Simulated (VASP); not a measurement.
AlP (m.bgw): single point with PBE

AlP (m.bgw):

```xyz
2
Lattice="0.0000 2.7535 2.7535 2.7535 0.0000 2.7535 2.7535 2.7535 0.0000" Properties=species:S:1:pos:R:3 pbc="T T T"
Al    0.0000    0.0000    0.0000
P     1.3767    1.3767    1.3767
```

```
Program                : VASP 6.6.1
Task                   : single point
Functional             : PBE
Potentials or basis    : VASP PAW PBE potentials, release 64 (Al, P)
Cutoff                 : 500 eV
k mesh                 : 4 × 4 × 4
Occupations            : gaussian, width 0.01 eV
Spin                   : no spin polarisation
Dipole correction      : no
Further INCAR settings : ALGO = Normal; EDIFF = 1e-06; NBANDS = 11
```

```
Pressure               : 0.3 GPa
Band gap on the k mesh : 1.61 eV, indirect (least direct gap 3.08 eV)
```

Levels at points of the mesh, in eV from the valence-band top:
```
           k point  band 2  band 3  band 4  band 5  band 6  band 7
(0.00, 0.00, 0.00)    0.00    0.00    0.00    3.08    4.50    4.50
(0.50, 0.00, 0.00)   -5.43   -0.75   -0.75    2.70    4.79    4.79
(0.50, 0.50, 0.00)   -5.24   -2.06   -2.06    1.61    2.45   10.84
```

It took 3.7 s on 1 thread of AMD EPYC 7R43 64-Core Processor (Zen 3), with other jobs on the host, peak memory 0.11 GiB.

Caveat: the k points lie up to 0.49 Å⁻¹ apart. A k mesh can miss the band edges.
